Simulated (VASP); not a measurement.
A run of VASP 6.6.1 is set up as follows.

The input INCAR:

```
SYSTEM = Ga5N2
PREC     = Accurate       ! precision mode
ENCUT    = 520            ! plane-wave cutoff, eV
EDIFF    = 1E-7           ! SCF threshold, eV
ISMEAR   = 0              ! smearing method
SIGMA    = 0.1            ! smearing width, eV
LREAL    = .FALSE.        ! projectors in reciprocal space
LASPH    = .TRUE.         ! aspherical terms in the spheres
NELM     = 60             ! most SCF steps
ALGO     = Normal         ! electronic algorithm
ISIF     = 2              ! what is computed and relaxed
LWAVE    = .FALSE.        ! write WAVECAR
LCHARG   = .TRUE.         ! write CHGCAR
GGA      = PE             ! functional
LELF     = .TRUE.         ! ELF
LVHAR    = .TRUE.       
NBANDS   = 46             ! bands
```

The input KPOINTS:

```
regular mesh
0
G
  6 6 4
  0 0 0
```

Contents of POSCAR:

```
Ga5N2
1.0
    5.7104004136      0.0000000036      0.0000000000
   -2.8552002099      4.9453518222      0.0000000000
    0.0000000000      0.0000000000      4.6739934192
Ga N
5 2
Direct
    0.5000000000      0.0000000000      0.0000000000
    0.0000000000      0.5000000000      0.0000000000
    0.5000000000      0.5000000000      0.0000000000
    0.3333333333      0.6666666667      0.5000000000
    0.6666666667      0.3333333333      0.5000000000
    0.0000000000      0.0000000000      0.6195298688
    0.0000000000      0.0000000000      0.3804701312
```

Potentials or basis: VASP PAW PBE potentials, release 64 (Ga_d, N).

The run is started by

```sh
$ cat potpaw_PBE.64/Ga_d/POTCAR potpaw_PBE.64/N/POTCAR > POTCAR
$ mpirun -np 1 vasp_std > vasp.out
```

(1) Estimate the largest force.

(2) What does it give for the pressure?

Answers

(1) 1.449 eV/Å.

(2) 0.7 GPa.

Caveat: the standard files for N, O and F lose accuracy on very short bonds; forces of over 1 eV/Å act on the atoms, so gaps and moduli don't describe the material at rest.
